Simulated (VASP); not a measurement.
# CsW3 (Im-3m) in VASP: a series of runs

The runs below take CsW3 through single point, relaxation of cell and atoms, with PBE.

Everything below comes from runs of VASP 6.6.1. Logs are shortened: lines on timing, memory, paths and dates and some standing lists are left out, and cuts for length are marked.

## 1. The cell of the first run

Symmetry: Im-3m, No. 229, cubic system. Conventional cell: a = 5.504 Å, b = 5.504 Å, c = 5.504 Å, α = 90.00°, β = 90.00°, γ = 90.00°. Cs (site symmetry m-3m) has 6 W at 2.75 Å within 3.6 Å. W (site symmetry 4/mmm) has 2 Cs at 2.75 Å and 4 W at 2.75 Å within 3.6 Å.

## 2. Single point, PBE

Input file INCAR:

```
SYSTEM = CsW3
ALGO = Normal
EDIFF = 1E-7
ENCUT = 520
GGA = PE
ISIF = 2
ISMEAR = 0
LASPH = .True.
LCHARG = .False.
LREAL = .False.
LWAVE = .False.
NBANDS = 34
NELM = 60
PREC = Accurate
SIGMA = 0.1
```

Input file KPOINTS:

```
k-points
0
Gamma
  4 4 4
  0 0 0
```

Input file POSCAR:

```
CsW3
1.0
   -2.7519214389      2.7519214389      2.7519214389
    2.7519214389     -2.7519214389      2.7519214389
    2.7519214389      2.7519214389     -2.7519214389
Cs W
1 3
Direct
    0.0000000000      0.0000000000      0.0000000000
    0.0000000000      0.5000000000      0.5000000000
    0.5000000000      0.0000000000      0.5000000000
    0.5000000000      0.5000000000      0.0000000000
```

Potentials or basis: VASP PAW PBE potentials, release 64 (Cs_sv, W_sv).

On the command line:

```
cat potpaw_PBE.64/Cs_sv/POTCAR potpaw_PBE.64/W_sv/POTCAR > POTCAR
mpirun -np 1 vasp_std > vasp.out
```

OUTCAR:

```text
SYSTEM = CsW3
   EDIFF = 1E-7
   ENCUT = 520
   GGA = PE
   ISIF = 2
   ISMEAR = 0
   LASPH = .True.
   LREAL = .False.
   NELM = 60
   PREC = Accurate

 ion  position               nearest neighbor table
   1  0.000  0.000  0.000-   2 2.75   3 2.75   4 2.75   2 2.75   3 2.75   4 2.75
   2  0.000  0.500  0.500-   1 2.75   3 2.75   4 2.75   1 2.75   4 2.75   3 2.75
   3  0.500  0.000  0.500-   1 2.75   2 2.75   4 2.75   4 2.75   1 2.75   2 2.75
   4  0.500  0.500  0.000-   1 2.75   2 2.75   3 2.75   3 2.75   2 2.75   1 2.75

  LATTYP: Found a body centered cubic cell.
 ALAT       =     5.5038428778

  Lattice vectors:

 A1 = (  -2.7519214389,   2.7519214389,   2.7519214389)
 A2 = (   2.7519214389,  -2.7519214389,   2.7519214389)
 A3 = (   2.7519214389,   2.7519214389,  -2.7519214389)

Analysis of symmetry for initial positions (statically):
=====================================================================
 Subroutine PRICEL returns:
 Original cell was already a primitive cell.

 Routine SETGRP: Setting up the symmetry group for a
 body centered cubic supercell.

 Subroutine GETGRP returns: Found 48 space group operations
 (whereof 48 operations were pure point group operations)
 out of a pool of 48 trial point group operations.

The static configuration has the point symmetry O_h .

Analysis of symmetry for dynamics (positions and initial velocities):
=====================================================================
 Subroutine PRICEL returns:
 Original cell was already a primitive cell.

 Routine SETGRP: Setting up the symmetry group for a
 body centered cubic supercell.

 Subroutine GETGRP returns: Found 48 space group operations
 (whereof 48 operations were pure point group operations)
 out of a pool of 48 trial point group operations.

The dynamic configuration has the point symmetry O_h .

 Subroutine INISYM returns: Found 48 space group operations
 (whereof 48 operations are pure point group operations),
 and found     1 'primitive' translations

----------------------------------------------------------------------------------------

                                     Primitive cell

  volume of cell :      83.3620

[... 70 lines left out ...]
   LNONCOLLINEAR =      F non collinear calculations
   LSORBIT =      F    spin-orbit coupling
   LASPH  =      T    aspherical Exc in radial PAW
   ENCUT  =  520.0 eV  38.22 Ry    6.18 a.u.   8.86  8.86  8.86*2*pi/ulx,y,z
   NELM   =     60;   NELMIN=  2; NELMDL= -5     # of ELM steps
   EDIFF  = 0.1E-06   stopping-criterion for ELM
   LREAL  =      F    real-space projection
   EDIFFG = 0.1E-05   stopping-criterion for IOM
   NSW    =      0    number of steps for IOM
   IBRION =     -1    ionic relax: 0-MD 1-quasi-New 2-CG
   NFREE  =      0    steps in history (QN), initial steepest desc. (CG)
   ISIF   =      2    stress and relaxation
   ISYM   =      2    0-nonsym 1-usesym 2-fastsym
   POTIM  = 0.5000    time-step for ionic-motion
   TEBEG  =    0.0;   TEEND  =   0.0 temperature during run
   PSTRESS=    0.0 pullay stress
   NELECT =      51.0000    total number of electrons
   NUPDOWN=      -1.0000    fix difference up-down
   EMIN   =  10.00;   EMAX   =-10.00  energy-range for DOS
   EFERMI =   0.00;   METHOD = LEGACY
   ISMEAR =     0;   SIGMA  =   0.10  broadening in eV -4-tet -1-fermi 0-gaus
   EFERMI_NEDOS =   21; number of points for ismear=-14 and -15
   IALGO  =     38    algorithm
   IMIX   =      4    mixing-type and parameters
     AMIX     =   0.40;   BMIX     =  1.00
     AMIX_MAG =   1.60;   BMIX_MAG =  1.00
  volume/ion in A,a.u.               =      20.84       140.64
  Fermi-wavevector in a.u.,A,eV,Ry     =   1.389768  2.626280 26.279028  1.931454
  Thomas-Fermi vector in A             =   2.513767
   LORBIT       =      0    0 simple, 1 ext, 2 COOP (PROOUT), +10 PAW based schemes
   GGA     = PE    functional components
   LHFCALC =     F    Hartree Fock is set to
   AEXX    =    0.0000 exact exchange contribution
   IVDW    =     0    specifies the selected vdW correction
   LEPSILON=     F    determine dielectric tensor
   LRPA    =     F    only Hartree local field effects (RPA)
 non-spin polarized calculation
 Gauss-broadening in eV      SIGMA  =   0.10
  energy-cutoff  :      520.00
  volume of cell :       83.36
 maximum number of plane-waves:      2258
   NGX = 17   NGY = 17   NGZ = 17

 number of electron      50.9999990 magnetization

 Free energy of the ion-electron system (eV)
  ---------------------------------------------------
  ext. energy  EPLUGINS =         0.00000000
  ---------------------------------------------------
  free energy    TOTEN  =       -28.17463307 eV

  energy without entropy =      -28.12535815  energy(sigma->0) =      -28.14999561

 E-fermi :   7.8984     XC(G=0): -12.0506

 val. band max:        7.7068216622   @ k =   0.2500   0.2500   0.2500
 cond. band min:       7.9031252167   @ k =   0.2500   0.2500   0.0000
 fundamental gap:      0.1963035545
 Fermi energy:         7.8983577750

 k-point     1 :       0.0000    0.0000    0.0000
  band No.  band energies     occupation
      1     -66.2588      2.00000
      2     -66.1768      2.00000
      3     -66.1768      2.00000
      4     -30.7281      2.00000
      5     -30.7281      2.00000
      6     -30.7281      2.00000
[... 285 lines left out ...]
     33      10.3642      0.00000
     34      10.3642      0.00000

------------------------ aborting loop because EDIFF is reached ----------------------------------------

  FORCE on cell =-STRESS in cart. coord.  units (eV):
  Direction    XX          YY          ZZ          XY          YZ          ZX
  --------------------------------------------------------------------------------------
  -------------------------------------------------------------------------------------
  Total        1.0078385      1.0078385      1.0078385      0.0000000      0.0000000     -0.0000000
  in kB       19.3701701     19.3701701     19.3701701      0.0000000      0.0000000     -0.0000000
  external PRESSURE =      19.3701701 kB  Pullay stress =       0.0000000 kB

 VOLUME and BASIS-vectors are now :
 -----------------------------------------------------------------------------
  energy-cutoff  :      520.00
  volume of cell :       83.36
      direct lattice vectors                 reciprocal lattice vectors
    -2.751921439  2.751921439  2.751921439     0.000000000  0.181691233  0.181691233
     2.751921439 -2.751921439  2.751921439     0.181691233  0.000000000  0.181691233
     2.751921439  2.751921439 -2.751921439     0.181691233  0.181691233  0.000000000

 POSITION                                       TOTAL-FORCE (eV/Angst)
 -----------------------------------------------------------------------------------
      0.00000      0.00000      0.00000         0.000000     -0.000000     -0.000000
      2.75192      0.00000      0.00000        -0.000000      0.000000     -0.000000
      0.00000      2.75192      0.00000         0.000000     -0.000000      0.000000
      0.00000      0.00000      2.75192         0.000000      0.000000      0.000000
 -----------------------------------------------------------------------------------
    total drift:                                0.000000      0.000000     -0.000000

  FREE ENERGIE OF THE ION-ELECTRON SYSTEM (eV)
  ---------------------------------------------------
  free  energy   TOTEN  =       -28.1746330730 eV

  energy  without entropy=      -28.1253581479  energy(sigma->0) =      -28.14999561
```

stdout:

```text
POSCAR found type information on POSCAR CsW
 POSCAR found :  2 types and       4 ions
 scaLAPACK will be used
 LDA part: xc-table for (Slater+PW92), standard interpolation
 POSCAR, INCAR and KPOINTS ok, starting setup
 FFT: planning ... GRIDC
 FFT: planning ... GRID_SOFT
 FFT: planning ... GRID
 WAVECAR not read
 entering main loop
```

It took 12 s on 1 thread of Intel Xeon 6975P-C (Granite Rapids), shared host; peak memory 0.2 GiB.

Results:

```yaml
Free_energy: -28.1746 eV
Pressure: 1.9 GPa
```

Caveat: the k points lie up to 0.40 Å⁻¹ apart; spin-orbit coupling is left out, which moves the levels of the heavy elements.

## 3. Single point, PBE

This run uses another cell than the first one, of 25.09 Å³/atom, 1.204 times its volume.

Input file INCAR:

```
ALGO     = Normal         # electronic algorithm
EDIFF    = 1E-6           # SCF threshold, eV
ENCUT    = 520            # plane-wave cutoff, eV
GGA      = PE             # functional
ISIF     = 2              # what is computed and relaxed
ISMEAR   = 0              # smearing method
LASPH    = T              # aspherical terms in the spheres
LCHARG   = F              # write CHGCAR
LREAL    = F              # projectors in reciprocal space
LWAVE    = F              # write WAVECAR
NBANDS   = 34             # bands
NELM     = 80             # most SCF steps
PREC     = Accurate       # precision mode
SIGMA    = 0.1            # smearing width, eV
```

Input file KPOINTS:

```
k-points
0
Gamma
  4 4 4
```

Input file POSCAR:

```
CsW3
1.0
   -2.9273962400      2.9273962400      2.9273962400
    2.9273962400     -2.9273962400      2.9273962400
    2.9273962400      2.9273962400     -2.9273962400
Cs W
1 3
Direct
    0.0000000000      0.0000000000      0.0000000000
    0.0000000000      0.5000000000      0.5000000000
    0.5000000000      0.0000000000      0.5000000000
    0.5000000000      0.5000000000      0.0000000000
```

Potentials or basis: VASP PAW PBE potentials, release 64 (Cs_sv, W_sv).

On the command line:

```
cat potpaw_PBE.64/Cs_sv/POTCAR potpaw_PBE.64/W_sv/POTCAR > POTCAR
mpirun -np 1 vasp_std > vasp.out
```

It took 16 s on 1 thread of Intel Xeon 6975P-C (Granite Rapids), shared host; peak memory 0.24 GiB.

It converged, with:

* Free energy: -27.3510 eV
* Pressure: -14.5 GPa

Levels at points of the mesh, in eV from the Fermi level:
| k point | band 22 | band 23 | band 24 | band 25 | band 26 | band 27 | band 28 | band 29 |
| --- | --- | --- | --- | --- | --- | --- | --- | --- |
| (0.00, 0.00, 0.00) | -2.57 | -1.18 | -1.18 | -0.17 | 0.99 | 0.99 | 0.99 | 2.25 |
| (0.50, 0.00, 0.00) | -1.18 | -1.13 | -0.95 | -0.44 | -0.37 | -0.29 | 0.24 | 0.69 |
| (0.50, 0.50, 0.50) | -2.10 | -1.24 | -1.24 | -0.31 | 0.53 | 0.53 | 0.53 | 1.59 |

Caveat: the k points lie up to 0.38 Å⁻¹ apart; spin-orbit coupling is left out, which moves the levels of the heavy elements.

## 4. Relaxation of cell and atoms, PBE

This run uses another cell than the first one, of 25.09 Å³/atom, 1.204 times its volume.

Input file INCAR:

```
SYSTEM = CsW3
PREC = Accurate
ENCUT = 600
EDIFF = 1E-7
ISMEAR = 0
SIGMA = 0.1
LREAL = .FALSE.
LASPH = .TRUE.
NELM = 60
ALGO = Normal
ISIF = 3
LWAVE = .FALSE.
LCHARG = .FALSE.
GGA = PE
IBRION = 2
NSW = 90
EDIFFG = -0.04
```

Input file KPOINTS:

```
Automatic mesh
0
G
  4 4 4
  0 0 0
```

POSCAR is that of step 3.

On the command line:

```
cat potpaw_PBE.64/Cs_sv/POTCAR potpaw_PBE.64/W_sv/POTCAR > POTCAR
mpirun -np 1 vasp_std > vasp.out
```

It took 66 s on 1 thread of Intel Xeon 6975P-C (Granite Rapids), shared host; peak memory 0.26 GiB.

It converged, with:

* Free energy: -28.1840 eV
* Relaxed volume: 21.19 Å³/atom
* Relaxed cell: a = 4.793 Å, b = 4.793 Å, c = 4.793 Å, α = 109.47°, β = 109.47°, γ = 109.47°
* Space group after relaxing (to 0.05 Å): Im-3m (No. 229)
* Energy gained by relaxing: 208.3 meV/atom
* Ionic steps: 4
* Pressure after relaxing: -0.2 GPa

Step by step:
| step | energy change (eV) | largest force (eV/Å) | pressure (GPa) | volume (Å³) |
| --- | --- | --- | --- | --- |
| 1 | 0.0000 | 0.0000 | -14.43 | 100.35 |
| 2 | 0.4151 | 0.0000 | 35.08 | 70.98 |
| 3 | -0.8319 | 0.0000 | -0.79 | 85.15 |
| 4 | -0.8331 | 0.0000 | -0.21 | 84.76 |

Final structure:
```
CELL_PARAMETERS angstrom
-2.76719 2.76719 2.76719
2.76719 -2.76719 2.76719
2.76719 2.76719 -2.76719
ATOMIC_POSITIONS crystal
Cs 0.00000 0.00000 0.00000
W 0.00000 0.50000 0.50000
W 0.50000 0.00000 0.50000
W 0.50000 0.50000 0.00000
```

Levels at points of the mesh, in eV from the Fermi level:
| k point | band 22 | band 23 | band 24 | band 25 | band 26 | band 27 | band 28 | band 29 |
| --- | --- | --- | --- | --- | --- | --- | --- | --- |
| (0.00, 0.00, 0.00) | -3.25 | -1.45 | -1.45 | 0.10 | 1.16 | 1.16 | 1.16 | 2.72 |
| (0.50, 0.00, 0.00) | -1.58 | -1.34 | -1.30 | -0.73 | -0.54 | -0.45 | 0.24 | 0.82 |
| (0.50, 0.50, 0.50) | -2.67 | -1.68 | -1.68 | 0.11 | 0.55 | 0.55 | 0.55 | 1.92 |

Caveat: the k points lie up to 0.40 Å⁻¹ apart in the final cell; the volume moved by over 15 % at a fixed basis, so the end points are rough; spin-orbit coupling is left out, which moves the levels of the heavy elements.

## 5. Summary

| task | cell | cutoff (eV) | gap on the mesh (eV) | pressure (GPa) |
| --- | --- | --- | --- | --- |
| single point | a = 4.766 Å, angles 109.5°, 4 atoms | 520 | none | 1.9 |
| single point | a = 5.070 Å, angles 109.5°, 4 atoms | 520 | none | -14.5 |
| relaxation of cell and atoms | relaxed from a = 5.070 Å, angles 109.5°, 4 atoms | 600 | none | -0.2 |

Alike in all rows: level PBE; potentials or basis VASP PAW PBE potentials, release 64 (Cs_sv, W_sv); no spin polarisation; k mesh 4 × 4 × 4; smearing gaussian 0.1 eV.

Caveats: all runs use coarse meshes; spin-orbit coupling is left out, which moves the levels of the heavy elements; the volume moved by over 15 % at a fixed basis, so the end points are rough (some runs).

Absolute energies hang on the potentials; compare differences alone.
